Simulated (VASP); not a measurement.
# HfN (F-43m) in VASP: a series of runs, part 2 of 2

VASP 6.6.1. Earlier steps stand in the parts before.

## 4. Single point, PBEsol

Contents of INCAR:

```
SYSTEM = HfN
PREC = Accurate ; ENCUT = 520
EDIFF = 1E-6 ; ISMEAR = 0
SIGMA = 0.15 ; LREAL = .FALSE.
LASPH = .TRUE. ; NELM = 80
ALGO = Normal ; ISIF = 2
LWAVE = .FALSE. ; LCHARG = .FALSE.
GGA = PS ; NBANDS = 14
```

Contents of KPOINTS:

```
Automatic mesh
0
G
  22 22 22
  0 0 0
```

Contents of POSCAR:

```
HfN
1.0
    0.0000000000      2.4335341244      2.4335341244
    2.4335341244      0.0000000000      2.4335341244
    2.4335341244      2.4335341244      0.0000000000
Hf N
1 1
Direct
    0.0000000000      0.0000000000      0.0000000000
    0.7500000000      0.7500000000      0.7500000000
```

Potentials or basis: VASP PAW PBE potentials, release 64 (Hf_pv, N).

The run is started by

```sh
cat potpaw_PBE.64/Hf_pv/POTCAR potpaw_PBE.64/N/POTCAR > POTCAR
mpirun -np 1 vasp_std > vasp.out
```

OUTCAR:

```text
SYSTEM = HfN
   PREC = Accurate
   ENCUT = 520
   EDIFF = 1E-6
   ISMEAR = 0
   LREAL = .FALSE.
   LASPH = .TRUE.
   NELM = 80
   ISIF = 2
   GGA = PS

 ion  position               nearest neighbor table
   1  0.000  0.000  0.000-   2 2.11   2 2.11   2 2.11   2 2.11
   2  0.750  0.750  0.750-   1 2.11   1 2.11   1 2.11   1 2.11

  LATTYP: Found a face centered cubic cell.
 ALAT       =     4.8670682488

  Lattice vectors:

 A1 = (   0.0000000000,   2.4335341244,   2.4335341244)
 A2 = (   2.4335341244,   0.0000000000,   2.4335341244)
 A3 = (   2.4335341244,   2.4335341244,   0.0000000000)

Analysis of symmetry for initial positions (statically):
=====================================================================
 Subroutine PRICEL returns:
 Original cell was already a primitive cell.

 Routine SETGRP: Setting up the symmetry group for a
 face centered cubic supercell.

 Subroutine GETGRP returns: Found 24 space group operations
 (whereof 24 operations were pure point group operations)
 out of a pool of 48 trial point group operations.

The static configuration has the point symmetry T_d .

Analysis of symmetry for dynamics (positions and initial velocities):
=====================================================================
 Subroutine PRICEL returns:
 Original cell was already a primitive cell.

 Routine SETGRP: Setting up the symmetry group for a
 face centered cubic supercell.

 Subroutine GETGRP returns: Found 24 space group operations
 (whereof 24 operations were pure point group operations)
 out of a pool of 48 trial point group operations.

The dynamic configuration has the point symmetry T_d .

 Subroutine INISYM returns: Found 24 space group operations
 (whereof 24 operations are pure point group operations),
 and found     1 'primitive' translations

----------------------------------------------------------------------------------------

                                     Primitive cell

  volume of cell :      28.8232

  direct lattice vectors                    reciprocal lattice vectors
     0.000000000  2.433534124  2.433534124    -0.205462498  0.205462498  0.205462498
[... 119 lines left out ...]
  energy-cutoff  :      520.00
  volume of cell :       28.82
 maximum number of plane-waves:       791
 NGX is ok and might be reduce to    28
   NGX = 13   NGY = 13   NGZ = 13

 number of electron      15.0000002 magnetization

 Free energy of the ion-electron system (eV)
  ---------------------------------------------------
  ext. energy  EPLUGINS =         0.00000000
  ---------------------------------------------------
  free energy    TOTEN  =       -22.27196510 eV

  energy without entropy =      -22.26500569  energy(sigma->0) =      -22.26848539

 E-fermi :   5.8093     XC(G=0): -11.5217

 val. band max:        5.8045843938   @ k =   0.4091   0.2273   0.0455
 cond. band min:       5.8194313197   @ k =  -0.4091   0.2273   0.0455
 fundamental gap:      0.0148469259
 Fermi energy:         5.8092917499

 k-point     1 :       0.0000    0.0000    0.0000
  band No.  band energies     occupation
      1     -25.1594      2.00000
      2     -25.1594      2.00000
      3     -25.1594      2.00000
      4     -10.4293      2.00000
      5       0.2288      2.00000
      6       0.2288      2.00000
      7       0.2288      2.00000
      8       5.1344      2.00000
      9       8.0686      0.00000
     10       8.0686      0.00000
     11      12.5603      0.00000
     12      12.5603      0.00000
     13      12.5603      0.00000
     14      18.2343      0.00000
[... 377 lines left out ...]
      1     -25.6777      2.00000
      2     -25.2370      2.00000
      3     -25.2292      2.00000
      4      -9.2681      2.00000
      5       0.0203      2.00000
      6       0.8154      2.00000
      7       0.8553      2.00000
      8       7.3333      0.00000
      9       8.4171      0.00000
     10       8.5532      0.00000
     11      10.2499      0.00000
     12      11.3025      0.00000
     13      11.4097      0.00000
     14      15.3757      0.00000

 [... further k-points ...]

------------------------ aborting loop because EDIFF is reached ----------------------------------------

  FORCE on cell =-STRESS in cart. coord.  units (eV):
  Direction    XX          YY          ZZ          XY          YZ          ZX
  --------------------------------------------------------------------------------------
  -------------------------------------------------------------------------------------
  Total       -0.1496848     -0.1496848     -0.1496848      0.0000000      0.0000000      0.0000000
  in kB       -8.3204314     -8.3204314     -8.3204314      0.0000000      0.0000000      0.0000000
  external PRESSURE =      -8.3204314 kB  Pullay stress =       0.0000000 kB

 VOLUME and BASIS-vectors are now :
 -----------------------------------------------------------------------------
  energy-cutoff  :      520.00
  volume of cell :       28.82
      direct lattice vectors                 reciprocal lattice vectors
     0.000000000  2.433534124  2.433534124    -0.205462498  0.205462498  0.205462498
     2.433534124  0.000000000  2.433534124     0.205462498 -0.205462498  0.205462498
     2.433534124  2.433534124  0.000000000     0.205462498  0.205462498 -0.205462498

 POSITION                                       TOTAL-FORCE (eV/Angst)
 -----------------------------------------------------------------------------------
      0.00000      0.00000      0.00000         0.000000      0.000000      0.000000
      3.65030      3.65030      3.65030        -0.000000     -0.000000     -0.000000
 -----------------------------------------------------------------------------------
    total drift:                                0.000000      0.000000      0.000000

  FREE ENERGIE OF THE ION-ELECTRON SYSTEM (eV)
  ---------------------------------------------------
  free  energy   TOTEN  =       -22.2719650951 eV

  energy  without entropy=      -22.2650056859  energy(sigma->0) =      -22.26848539
```

OSZICAR:

```text
N       E                     dE             d eps       ncg     rms          rms(c)
DAV:   1     0.407454574201E+02    0.40745E+02   -0.77473E+03  9184   0.980E+02
DAV:   2    -0.231083344969E+02   -0.63854E+02   -0.59650E+02 12418   0.233E+02
DAV:   3    -0.255637065255E+02   -0.24554E+01   -0.24465E+01 10606   0.379E+01
DAV:   4    -0.255771200132E+02   -0.13413E-01   -0.13412E-01 10840   0.333E+00
DAV:   5    -0.255772507357E+02   -0.13072E-03   -0.13072E-03 10738   0.290E-01    0.570E+01
DAV:   6    -0.224037230351E+02    0.31735E+01   -0.11421E+01 10066   0.236E+01    0.409E+01
DAV:   7    -0.222990018823E+02    0.10472E+00   -0.65812E-01  9772   0.719E+00    0.248E+01
DAV:   8    -0.222787669664E+02    0.20235E-01   -0.91504E-02 10798   0.271E+00    0.596E+00
DAV:   9    -0.222721888442E+02    0.65781E-02   -0.18723E-02 10432   0.101E+00    0.176E+00
DAV:  10    -0.222720130103E+02    0.17583E-03   -0.16204E-03 10870   0.361E-01    0.374E-01
DAV:  11    -0.222719678315E+02    0.45179E-04   -0.13617E-04 10402   0.109E-01    0.878E-02
DAV:  12    -0.222719652031E+02    0.26284E-05   -0.22098E-05 12172   0.366E-02    0.230E-02
DAV:  13    -0.222719650951E+02    0.10807E-06   -0.83669E-07  6416   0.892E-03
   1 F= -.22271965E+02 E0= -.22268485E+02  d E =-.695941E-02
```

stdout:

```text
POSCAR found type information on POSCAR HfN
 POSCAR found :  2 types and       2 ions
 scaLAPACK will be used
 -----------------------------------------------------------------------------
|                                                                             |
|                                                                             |
|     You enforced a specific xc type in the INCAR file but a different       |
|     I HOPE YOU KNOW WHAT YOU ARE DOING!                                     |
|                                                                             |
 -----------------------------------------------------------------------------

 LDA part: xc-table for (Slater+PW92), standard interpolation
 POSCAR, INCAR and KPOINTS ok, starting setup
 FFT: planning ... GRIDC
 FFT: planning ... GRID_SOFT
 FFT: planning ... GRID
 WAVECAR not read
 entering main loop
```

Wall time 55 s (1 thread of Intel Xeon 6975P-C (Granite Rapids), shared host); peak memory 0.27 GiB.

What came out:

* Free energy: -22.2720 eV
* Pressure: -0.8 GPa

Levels at points of the mesh, in eV from the Fermi level:
```tsv
k point	band 4	band 5	band 6	band 7	band 8	band 9	band 10	band 11
(0.00, 0.00, 0.00)	-16.24	-5.58	-5.58	-5.58	-0.67	2.26	2.26	6.75
(0.50, 0.00, 0.00)	-15.08	-5.78	-4.97	-4.97	1.58	2.78	2.78	4.27
(0.50, 0.50, 0.00)	-14.68	-7.08	-3.63	-3.63	-1.16	2.21	4.14	4.79
```

Caveat: the PAW data sets were made with another functional, which shifts forces and pressure a little; spin-orbit coupling is left out, which moves the levels of the heavy elements.

## 5. Summary

| task | cell | k mesh | cutoff (eV) | smearing | gap on the mesh (eV) | pressure (GPa) |
| --- | --- | --- | --- | --- | --- | --- |
| single point | a = 3.442 Å, angles 60.0°, 2 atoms | 14 × 14 × 14 | 520 | gaussian 0.1 eV | none | -0.9 |
| relaxation of cell and atoms | relaxed from a = 3.472 Å, angles 60.0°, 2 atoms | 14 × 14 × 14 | 600 | gaussian 0.1 eV | none | 0.0 |
| single point | a = 3.442 Å, angles 60.0°, 2 atoms | 22 × 22 × 22 | 520 | gaussian 0.15 eV | none | -0.8 |

Alike in all rows: level PBEsol; potentials or basis VASP PAW PBE potentials, release 64 (Hf_pv, N); no spin polarisation.

Caveats: the PAW data sets were made with another functional, which shifts forces and pressure a little; spin-orbit coupling is left out, which moves the levels of the heavy elements.

Total energies depend on the potentials used, so only differences within one code and one set of settings carry meaning.
